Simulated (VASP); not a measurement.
Write the native input for VASP 6.6.1 that does the following.

| Quantity | Value |
| --- | --- |
| Task | single point |
| Functional | r2SCAN |
| Potentials or basis | VASP PAW PBE potentials, release 64 (Al, O) |
| Cutoff | 520 eV |
| k mesh | 11 × 11 × 3 |
| Occupations | fermi-dirac, width 0.05 eV |
| Spin | no spin polarisation |
| Dipole correction | no |
| Further INCAR settings | ALGO = Normal; EDIFF = 1e-06; NBANDS = 20 |

Al2O3:

```
Al O
1.0
     2.83324    0.00000    0.00000
    -1.41662    2.45365    0.00000
     0.00000    0.00000    6.98453
Al O
2 3
Direct
  0.00000 0.00000 0.80315
  0.00000 0.00000 0.19685
  0.33333 0.66667 0.70718
  0.66667 0.33333 0.00000
  0.33333 0.66667 0.29282
```

One way to write it, as run:

POSCAR

```
Al2O3
1.0
    2.8332356817      0.0000000000      0.0000000000
   -1.4166178409      2.4536540753      0.0000000000
    0.0000000000      0.0000000000      6.9845309603
Al O
2 3
Direct
    0.0000000000      0.0000000000      0.8031540372
    0.0000000000      0.0000000000      0.1968459628
    0.3333333333      0.6666666667      0.7071802543
    0.6666666667      0.3333333333      0.0000000000
    0.3333333333      0.6666666667      0.2928197457
```

INCAR.step1

```
  PREC = Accurate
  ENCUT = 520
  ISMEAR = -1
  SIGMA = 0.05
  LREAL = F
  LASPH = T
  NELM = 60
  NBANDS = 20
  GGA = PE
  ALGO = Normal
  EDIFF = 1E-4
  LWAVE = T
  LCHARG = F
```

INCAR.step2

```
  PREC = Accurate
  ENCUT = 520
  EDIFF = 1E-6
  ISMEAR = -1
  SIGMA = 0.05
  LREAL = F
  LASPH = T
  NELM = 60
  ALGO = Normal
  ISIF = 2
  LWAVE = F
  LCHARG = F
  METAGGA = R2SCAN
  LMIXTAU = T
  NBANDS = 20
  ISTART = 1
```

KPOINTS

```
Automatic mesh
0
Gamma
  11 11 3
```

Potentials or basis: VASP PAW PBE potentials, release 64 (Al, O).

Run with:

```console
$ cat potpaw_PBE.64/Al/POTCAR potpaw_PBE.64/O/POTCAR > POTCAR
$ cp INCAR.step1 INCAR
$ mpirun -np 1 vasp_std > vasp.out
$ cp INCAR.step2 INCAR
$ mpirun -np 1 vasp_std > vasp.out
```

It gave:

| Item | Value |
| --- | --- |
| Pressure | 4.9 GPa |
| Largest force | 0.038 eV/Å |
| Band gap on the k mesh | 5.56 eV, indirect (least direct gap 5.67 eV) |

Caveat: the PAW data sets were made with another functional, which shifts forces and pressure a little.

Run time: 2.8 min on 1 thread of AMD EPYC 7R43 64-Core Processor (Zen 3), on a shared host, peak memory 0.14 GiB.
